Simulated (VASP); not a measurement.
The system is InSb.

```
In Sb
1.0
     0.00000    3.36150    3.36150
     3.36150    0.00000    3.36150
     3.36150    3.36150    0.00000
In Sb
1 1
Direct
  0.00000 0.00000 0.00000
  0.25000 0.25000 0.25000
```

This cell differs from its parent crystal: strain +2.5%.

Base run:

```yaml
Program: VASP 6.6.1
Functional: PBE
Potentials_or_basis: VASP PAW PBE potentials, release 64 (In_d, Sb)
Cutoff: 520 eV
k_mesh: 6 × 6 × 6
Occupations: fermi-dirac, width 0.02 eV
Spin: no spin polarisation
```

Its results: band gap on the k mesh zero (filled and empty bands touch); pressure -1.3 GPa.

Q: The run is repeated on the same cell with these changes: functional from PBE to HSE06; k mesh from 6 × 6 × 6 to 4 × 4 × 4. What comes out?

A: Band gap on the k mesh zero (filled and empty bands touch); pressure -2.8 GPa.

Several settings changed at once.

Caveats: some runs use coarse meshes; spin-orbit coupling is left out, which moves the levels of the heavy elements; semilocal functionals underestimate gaps, and a narrow one can read as zero (at least some runs); the PAW data sets were made with another functional, which shifts forces and pressure a little (at least some runs).
